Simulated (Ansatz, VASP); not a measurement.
## I: VASP beside Ansatz

The input INCAR:

```
ALGO = Normal
EDIFF = 1E-6
ENCUT = 520
GGA = RP
ISIF = 2
ISMEAR = 0
LASPH = T
LCHARG = T
LELF = T
LREAL = F
LVHAR = T
LWAVE = F
NBANDS = 10
NELM = 60
PREC = Accurate
SIGMA = 0.02
```

File KPOINTS:

```
k-points
0
Gamma
  9 9 9
```

POSCAR

```
I
1.0
    0.0000000000      2.3656004428      3.9098401324
    2.1922454667      0.0000000000      3.9098401324
    2.1922454667      2.3656004428      0.0000000000
I
1
Direct
    0.0000000000      0.0000000000      0.0000000000
```

The input input.yaml:

```yaml
crystal:
  lattice:
    - [0.0, 2.3656004428, 3.9098401324]
    - [2.1922454667, 0.0, 3.9098401324]
    - [2.1922454667, 2.3656004428, 0.0]
  atoms:
    - { symbol: I, position: [0.0, 0.0, 0.0] }
kpoints:
  mp_grid: { grid: [9, 9, 9] }
scf:
  occupations: { method: gaussian, width: 0.02 }
hamiltonian:
  xc: rpbe
  pseudopotentials: { kind: all_electron, lapw: { basis_error: 0.001 } }
output:
  forces: true
  stress: true
  eigenvalues: true
```

Alike in both runs: task single point; functional RPBE; k mesh 9 × 9 × 9; occupations gaussian, width 0.02 eV; no spin polarisation.

```csv
,VASP,Ansatz
version,VASP 6.6.1,Ansatz 0.2.0
potentials or method,"VASP PAW PBE potentials, release 64 (I), cutoff 520 eV","all-electron LAPW, scalar-relativistic"
```

|  | VASP | Ansatz | Ansatz less VASP |
| --- | --- | --- | --- |
| gap on the k mesh at the Fermi level (eV) | none | none | - |
| pressure (GPa) | 1.8 | 1.8 | +0.06 |
| traceless stress, the component that is largest in VASP (GPa) | 0.27 | 0.22 | -0.052 |

VASP's potentials were made for PBE, not for RPBE. A gap of «none» marks a metal or a gap that the smearing closes. Ansatz ran all-electron here, and VASP with PAW potentials.

Spin-orbit coupling is off throughout.
